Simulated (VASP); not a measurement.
Set up this calculation in VASP 6.6.1, as the native input.

- Task: single point
- Functional: LDA
- Potentials or basis: VASP PAW LDA potentials, release 64 (Hf_pv)
- Cutoff: 520 eV
- k mesh: 14 × 14 × 14
- Occupations: fermi-dirac, width 0.05 eV
- Spin: no spin polarisation
- Dipole correction: no
- Further INCAR settings: ALGO = Normal; EDIFF = 1e-06; NBANDS = 11

The structure of Hf lies in POSCAR:

```
Hf
1.0
   -1.7964725258      1.7964725258      1.7964725258
    1.7964725258     -1.7964725258      1.7964725258
    1.7964725258      1.7964725258     -1.7964725258
Hf
1
Direct
    0.0000000000      0.0000000000      0.0000000000
```

This cell differs from its parent crystal: volume scaled by 1.05.

These files were run (other wordings do the same):

INCAR

```
SYSTEM = Hf
PREC = Accurate
ENCUT = 520
EDIFF = 1E-6
ISMEAR = -1
SIGMA = 0.05
LREAL = .FALSE.
LASPH = .TRUE.
NELM = 100
ALGO = Normal
ISIF = 2
LWAVE = .FALSE.
LCHARG = .FALSE.
NBANDS = 11
```

KPOINTS

```
Automatic mesh
0
G
  14 14 14
  0 0 0
```

Potentials or basis: VASP PAW LDA potentials, release 64 (Hf_pv).

Run with:

```bash
$ cat potpaw_LDA.64/Hf_pv/POTCAR > POTCAR
$ mpirun -np 1 vasp_std > vasp.out
```

It gave:

- Pressure: -11.7 GPa
- Band gap on the k mesh: zero (band 5 reaches 5.62 eV, above the bottom of band 6 at 3.49 eV)

Caveat: spin-orbit coupling is left out, which moves the levels of the heavy elements.

Run time: 22 s on 1 thread of Intel Xeon 8259CL, with other jobs on the host, peak memory 0.14 GiB.
